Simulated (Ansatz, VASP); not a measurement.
# Pd in VASP and in Ansatz

```
Pd
1.0
     1.77020   -1.91315    0.00000
     1.77020    1.91315    0.00000
     0.00000    0.00000    2.45614
Pd
1
Cartesian
  0.0000 0.0000 0.0000
```

Alike in both runs: task relaxation of cell and atoms; functional PBE; k mesh 6 × 6 × 8; occupations gaussian, width 0.1 eV; no spin polarisation.

|  | VASP | Ansatz |
| --- | --- | --- |
| version | VASP 6.6.1 | Ansatz 0.2.0 |
| potentials or method | VASP PAW PBE potentials, release 64 (Pd), cutoff 600 eV | scalar-relativistic, plane waves, PAW |
| valence electrons in the cell | 10 | 18 |

```csv
,VASP,Ansatz,Ansatz less VASP
"gap on the k mesh at the Fermi level, each at its own relaxed structure (eV)",none,none,-
relaxed volume (Å³/atom),16.58,16.62,+0.040
relaxed cell length with the largest relative difference (Å),2.696,2.700,+0.0033
```

A gap of «none» marks a metal or a gap that the smearing closes. VASP's potentials hold 10 valence electrons a cell and Ansatz's 18, so a difference there can come from the potentials and not from the codes.

The k mesh is coarse, so the values compare programs but aren't converged.
